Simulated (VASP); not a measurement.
# As (Cmce) in VASP: a series of runs

The runs below take As through single point, with revPBE.

Program: VASP 6.6.1. These are calculated values, not measurements. Logs are shortened: lines on timing, memory, paths and dates and some standing lists are left out, and cuts for length are marked.

## 1. The cell of the first run

Symmetry: Cmce, No. 64, orthorhombic system. The conventional cell has a = 3.686 Å, b = 15.999 Å, c = 4.937 Å, α = 90.00°, β = 90.00°, γ = 90.00°. Within 3.3 Å of As (site symmetry m) lie 3 As at 2.51 Å.

## 2. Single point, revPBE

INCAR

```
  PREC = Accurate
  ENCUT = 520
  EDIFF = 1E-6
  ISMEAR = -1
  SIGMA = 0.1
  LREAL = False
  LASPH = True
  NELM = 60
  ALGO = Normal
  ISIF = 2
  LWAVE = False
  LCHARG = False
  GGA = RE
  NBANDS = 18
```

KPOINTS

```
Automatic mesh
0
Gamma
  9 9 7
```

POSCAR

```
As
1.0
    1.8427832222     -7.9992933094      0.0000000000
    1.8427832222      7.9992933094      0.0000000000
    0.0000000000      0.0000000000      4.9367235685
As
4
Direct
    0.0746071071      0.9253928929      0.9226424984
    0.5746071071      0.4253928929      0.5773575016
    0.9253928929      0.0746071071      0.0773575016
    0.4253928929      0.5746071071      0.4226424984
```

Potentials or basis: VASP PAW PBE potentials, release 64 (As).

The run is started by

```console
$ cat potpaw_PBE.64/As/POTCAR > POTCAR
$ mpirun -np 1 vasp_std > vasp.out
```

OUTCAR:

```text
PREC = Accurate
   ENCUT = 520
   EDIFF = 1E-6
   ISMEAR = -1
   LREAL = False
   LASPH = True
   NELM = 60
   ISIF = 2
   GGA = RE

 ion  position               nearest neighbor table
   1  0.075  0.925  0.923-   3 2.51   2 2.51   2 2.51
   2  0.575  0.425  0.577-   4 2.51   1 2.51   1 2.51
   3  0.925  0.075  0.077-   1 2.51   4 2.51   4 2.51
   4  0.425  0.575  0.423-   2 2.51   3 2.51   3 2.51

  LATTYP: Found a base centered orthorhombic cell.
 ALAT       =     3.6855664444
 B/A-ratio  =     4.3408759169
 C/A-ratio  =     1.3394748522

  Lattice vectors:

 A1 = (   1.8427832222,  -7.9992933094,   0.0000000000)
 A2 = (   1.8427832222,   7.9992933094,   0.0000000000)
 A3 = (   0.0000000000,   0.0000000000,   4.9367235685)

Analysis of symmetry for initial positions (statically):
=====================================================================
 Subroutine PRICEL returns:
 Original cell was already a primitive cell.

 Routine SETGRP: Setting up the symmetry group for a
 base centered orthorhombic supercell.

 Subroutine GETGRP returns: Found  8 space group operations
 (whereof  4 operations were pure point group operations)
 out of a pool of  8 trial point group operations.

The static configuration has the point symmetry C_2h.
 The point group associated with its full space group is D_2h.

Analysis of symmetry for dynamics (positions and initial velocities):
=====================================================================
 Subroutine PRICEL returns:
 Original cell was already a primitive cell.

 Routine SETGRP: Setting up the symmetry group for a
 base centered orthorhombic supercell.

 Subroutine GETGRP returns: Found  8 space group operations
 (whereof  4 operations were pure point group operations)
 out of a pool of  8 trial point group operations.

The dynamic configuration has the point symmetry C_2h.
 The point group associated with its full space group is D_2h.

 Subroutine INISYM returns: Found  8 space group operations
 (whereof  4 operations are pure point group operations),
 and found     1 'primitive' translations

----------------------------------------------------------------------------------------

                                     Primitive cell

  volume of cell :     145.5441

  direct lattice vectors                    reciprocal lattice vectors
     1.842783222 -7.999293309  0.000000000     0.271328713 -0.062505522  0.000000000
     1.842783222  7.999293309  0.000000000     0.271328713  0.062505522  0.000000000
     0.000000000  0.000000000  4.936723568     0.000000000  0.000000000  0.202563499

  length of vectors
     8.208808894  8.208808894  4.936723568     0.278435290  0.278435290  0.202563499

  position of ions in fractional coordinates (direct lattice)
     0.074607107  0.925392893  0.922642498
     0.574607107  0.425392893  0.577357502
     0.925392893  0.074607107  0.077357502
     0.425392893  0.574607107  0.422642498

  ion indices of the primitive-cell ions
   primitive index   ion index
                 1           1
                 2           2
                 3           3
                 4           4

----------------------------------------------------------------------------------------

 KPOINTS: Automatic mesh

Automatic generation of k-mesh.
 Grid dimensions read from file:
 generate k-points for:    9    9    7

 Generating k-lattice:

  Cartesian coordinates                     Fractional coordinates (reciprocal lattice)
     0.030147635 -0.006945058  0.000000000     0.111111111  0.000000000  0.000000000
     0.030147635  0.006945058  0.000000000     0.000000000  0.111111111  0.000000000
     0.000000000  0.000000000  0.028937643     0.000000000  0.000000000  0.142857143

  Length of vectors
     0.030937254  0.030937254  0.028937643

  Shift w.r.t. Gamma in fractional coordinates (k-lattice)
     0.000000000  0.000000000  0.000000000

 Subroutine IBZKPT returns following result:
 ===========================================

 Found    100 irreducible k-points:

 Following reciprocal coordinates:
            Coordinates               Weight
  0.000000  0.000000  0.000000      1.000000
  0.111111  0.000000  0.000000      4.000000
  0.222222 -0.000000  0.000000      4.000000
  0.333333  0.000000  0.000000      4.000000
  0.444444 -0.000000  0.000000      4.000000
  0.111111  0.111111  0.000000      2.000000
[... 16 lines left out ...]
 -0.333333  0.333333  0.000000      2.000000
  0.444444  0.444444  0.000000      2.000000
 [... further k-points ...]
   k-points           NKPTS =    100   k-points in BZ     NKDIM =    100   number of bands    NBANDS=     18
   number of dos      NEDOS =    301   number of ions     NIONS =      4
   total plane-waves  NPLWV = 163840
   dimension x,y,z NGX =    64 NGY =   64 NGZ =   40
   dimension x,y,z NGXF=   128 NGYF=  128 NGZF=   80
   ions per type =               4
   NGX,Y,Z   is equivalent  to a cutoff of  12.96, 12.96, 13.47 a.u.
   NGXF,Y,Z  is equivalent  to a cutoff of  25.92, 25.92, 26.94 a.u.
 SYSTEM =  unknown system
   PREC   = accura    normal or accurate (medium, high low for compatibility)
   ISTART =      0    job   : 0-new  1-cont  2-samecut
   ICHARG =      2    charge: 1-file 2-atom 10-const
   ISPIN  =      1    spin polarized calculation?
   LNONCOLLINEAR =      F non collinear calculations
   LSORBIT =      F    spin-orbit coupling
   LASPH  =      T    aspherical Exc in radial PAW
   ENCUT  =  520.0 eV  38.22 Ry    6.18 a.u.  15.26 15.26  9.18*2*pi/ulx,y,z
   NELM   =     60;   NELMIN=  2; NELMDL= -5     # of ELM steps
   EDIFF  = 0.1E-05   stopping-criterion for ELM
   LREAL  =      F    real-space projection
   EDIFFG = 0.1E-04   stopping-criterion for IOM
   NSW    =      0    number of steps for IOM
   IBRION =     -1    ionic relax: 0-MD 1-quasi-New 2-CG
   NFREE  =      0    steps in history (QN), initial steepest desc. (CG)
   ISIF   =      2    stress and relaxation
   ISYM   =      2    0-nonsym 1-usesym 2-fastsym
   POTIM  = 0.5000    time-step for ionic-motion
   TEBEG  =    0.0;   TEEND  =   0.0 temperature during run
   PSTRESS=    0.0 pullay stress
   NELECT =      20.0000    total number of electrons
   NUPDOWN=      -1.0000    fix difference up-down
   EMIN   =  10.00;   EMAX   =-10.00  energy-range for DOS
   EFERMI =   0.00;   METHOD = LEGACY
   ISMEAR =    -1;   SIGMA  =   0.10  broadening in eV -4-tet -1-fermi 0-gaus
   EFERMI_NEDOS =   21; number of points for ismear=-14 and -15
   IALGO  =     38    algorithm
   IMIX   =      4    mixing-type and parameters
     AMIX     =   0.40;   BMIX     =  1.00
     AMIX_MAG =   1.60;   BMIX_MAG =  1.00
  volume/ion in A,a.u.               =      36.39       245.55
  Fermi-wavevector in a.u.,A,eV,Ry     =   0.844799  1.596438  9.710273  0.713685
  Thomas-Fermi vector in A             =   1.959885
   LORBIT       =      0    0 simple, 1 ext, 2 COOP (PROOUT), +10 PAW based schemes
   GGA     = RE    functional components
   LHFCALC =     F    Hartree Fock is set to
   AEXX    =    0.0000 exact exchange contribution
   IVDW    =     0    specifies the selected vdW correction
   LEPSILON=     F    determine dielectric tensor
   LRPA    =     F    only Hartree local field effects (RPA)
 non-spin polarized calculation
  energy-cutoff  :      520.00
  volume of cell :      145.54
 maximum number of plane-waves:      3937
 NGX is ok and might be reduce to    64
   NGX = 31   NGY = 31   NGZ = 19

 number of electron      19.9999999 magnetization

 Free energy of the ion-electron system (eV)
  ---------------------------------------------------
  ext. energy  EPLUGINS =         0.00000000
  ---------------------------------------------------
  free energy    TOTEN  =       -17.49059158 eV

  energy without entropy =      -17.48985645  energy(sigma->0) =      -17.49022402

 E-fermi :   1.3991     XC(G=0):  -6.9505

 val. band max:        0.9141445338   @ k =  -0.4444   0.4444   0.0000
 cond. band min:       1.7934028015   @ k =  -0.4444   0.4444   0.0000
 fundamental gap:      0.8792582677
 Fermi energy:         1.3990949137

 k-point     1 :       0.0000    0.0000    0.0000
  band No.  band energies     occupation
      1     -12.7352      2.00000
      2     -10.7511      2.00000
      3      -8.2589      2.00000
      4      -5.2216      2.00000
      5      -3.4667      2.00000
      6      -2.4612      2.00000
[... 10 lines left out ...]
     17       6.4858      0.00000
     18       7.6211      0.00000

 k-point     2 :       0.1111    0.0000    0.0000
  band No.  band energies     occupation
      1     -12.6201      2.00000
      2     -10.6279      2.00000
      3      -8.3593      2.00000
      4      -5.3810      2.00000
      5      -3.3674      2.00000
      6      -2.3616      2.00000
[... 10 lines left out ...]
     17       6.3020      0.00000
     18       7.8032      0.00000

 k-point     3 :       0.2222   -0.0000    0.0000
  band No.  band energies     occupation
      1     -12.2792      2.00000
      2     -10.2610      2.00000
      3      -8.7067      2.00000
      4      -5.9226      2.00000
      5      -3.0887      2.00000
      6      -2.7030      2.00000
[... 10 lines left out ...]
     17       6.2901      0.00000
     18       7.3422      0.00000

 k-point     4 :       0.3333    0.0000    0.0000
  band No.  band energies     occupation
      1     -11.7281      2.00000
      2      -9.6602      2.00000
      3      -9.3423      2.00000
      4      -6.8269      2.00000
      5      -2.9809      2.00000
      6      -2.7182      2.00000
[... 10 lines left out ...]
     17       6.8587      0.00000
     18       7.9810      0.00000

 k-point     5 :       0.4444   -0.0000    0.0000
  band No.  band energies     occupation
      1     -11.0005      2.00000
      2     -10.1639      2.00000
      3      -8.8471      2.00000
      4      -7.8685      2.00000
      5      -2.8079      2.00000
      6      -2.5518      2.00000
[... 10 lines left out ...]
     17       7.5422      0.00000
     18       7.8894      0.00000

 k-point     6 :       0.1111    0.1111    0.0000
  band No.  band energies     occupation
      1     -12.2794      2.00000
      2     -10.2604      2.00000
      3      -8.7067      2.00000
      4      -5.9226      2.00000
      5      -3.0946      2.00000
      6      -2.7027      2.00000
[... 10 lines left out ...]
     17       6.2785      0.00000
     18       7.3400      0.00000

 k-point     7 :       0.2222    0.1111    0.0000
  band No.  band energies     occupation
      1     -11.7285      2.00000
      2      -9.6590      2.00000
      3      -9.3422      2.00000
      4      -6.8276      2.00000
      5      -2.9805      2.00000
      6      -2.7270      2.00000
[... 10 lines left out ...]
     17       6.8019      0.00000
     18       8.0197      0.00000

 k-point     8 :       0.3333    0.1111    0.0000
  band No.  band energies     occupation
      1     -11.0010      2.00000
      2     -10.1635      2.00000
      3      -8.8455      2.00000
      4      -7.8699      2.00000
      5      -2.8065      2.00000
      6      -2.5572      2.00000
[... 10 lines left out ...]
     17       7.3813      0.00000
     18       8.0734      0.00000
[... 229 lines left out ...]
     17       6.4048      0.00000
     18       8.1884      0.00000

 k-point    20 :       0.3333    0.3333    0.0000
  band No.  band energies     occupation
      1     -11.7268      2.00000
      2      -9.6643      2.00000
      3      -9.3428      2.00000
      4      -6.8248      2.00000
      5      -2.9825      2.00000
      6      -2.6877      2.00000
[... 10 lines left out ...]
     17       7.0946      0.00000
     18       7.7724      0.00000

 k-point    21 :       0.4444    0.3333    0.0000
  band No.  band energies     occupation
      1     -12.2776      2.00000
      2     -10.2659      2.00000
      3      -8.7066      2.00000
      4      -5.9230      2.00000
      5      -3.0444      2.00000
      6      -2.7046      2.00000
[... 10 lines left out ...]
     17       6.4469      0.00000
     18       7.3583      0.00000

 k-point    22 :      -0.4444    0.3333    0.0000
  band No.  band energies     occupation
      1     -12.6184      2.00000
      2     -10.6329      2.00000
      3      -8.3586      2.00000
      4      -5.3845      2.00000
      5      -3.3195      2.00000
      6      -2.3907      2.00000
[... 10 lines left out ...]
     17       6.2113      0.00000
     18       8.0570      0.00000

 k-point    23 :      -0.3333    0.3333    0.0000
  band No.  band energies     occupation
      1     -12.7337      2.00000
      2     -10.7555      2.00000
      3      -8.2582      2.00000
      4      -5.2259      2.00000
      5      -3.4239      2.00000
      6      -2.4874      2.00000
[... 10 lines left out ...]
     17       6.3397      0.00000
     18       8.2678      0.00000

 k-point    24 :       0.4444    0.4444    0.0000
  band No.  band energies     occupation
      1     -12.6182      2.00000
      2     -10.6336      2.00000
      3      -8.3585      2.00000
      4      -5.3850      2.00000
      5      -3.3127      2.00000
      6      -2.3950      2.00000
[... 10 lines left out ...]
     17       6.1984      0.00000
     18       8.0766      0.00000

 [... further k-points ...]

------------------------ aborting loop because EDIFF is reached ----------------------------------------

  FORCE on cell =-STRESS in cart. coord.  units (eV):
  Direction    XX          YY          ZZ          XY          YZ          ZX
  --------------------------------------------------------------------------------------
  -------------------------------------------------------------------------------------
  Total        0.1129482      0.1781204      0.1401383      0.0000000     -0.0000000      0.0000000
  in kB        1.2433553      1.9607827      1.5426690      0.0000000     -0.0000000      0.0000000
  external PRESSURE =       1.5822690 kB  Pullay stress =       0.0000000 kB

 VOLUME and BASIS-vectors are now :
 -----------------------------------------------------------------------------
  energy-cutoff  :      520.00
  volume of cell :      145.54
      direct lattice vectors                 reciprocal lattice vectors
     1.842783222 -7.999293309  0.000000000     0.271328713 -0.062505522  0.000000000
     1.842783222  7.999293309  0.000000000     0.271328713  0.062505522  0.000000000
     0.000000000  0.000000000  4.936723568     0.000000000  0.000000000  0.202563499

 POSITION                                       TOTAL-FORCE (eV/Angst)
 -----------------------------------------------------------------------------------
      1.84278      6.80569      4.55483         0.000000     -0.032199      0.032781
      1.84278     -1.19361      2.85025         0.000000     -0.032199     -0.032781
      1.84278     -6.80569      0.38189         0.000000      0.032199     -0.032781
      1.84278      1.19361      2.08647         0.000000      0.032199      0.032781
 -----------------------------------------------------------------------------------
    total drift:                               -0.000000     -0.000000      0.000000

  FREE ENERGIE OF THE ION-ELECTRON SYSTEM (eV)
  ---------------------------------------------------
  free  energy   TOTEN  =       -17.4905915828 eV

  energy  without entropy=      -17.4898564503  energy(sigma->0) =      -17.49022402
```

Run time: 10 min. Hardware: 1 thread of Intel Xeon 8259CL, shared host; peak memory 0.52 GiB.

Results:

| Item | Value |
| --- | --- |
| Free energy | -17.4906 eV |
| Pressure | 0.2 GPa |
| Largest force | 0.046 eV/Å |
| Band gap on the k mesh | 0.88 eV |

Forces on the atoms (eV/Å):
```
As   0.000 -0.032  0.033
As   0.000 -0.032 -0.033
As   0.000  0.032 -0.033
As   0.000  0.032  0.033
```

Caveat: the PAW data sets were made with another functional, which shifts forces and pressure a little. A k mesh can miss the band edges.

[end of part 1 of 2]
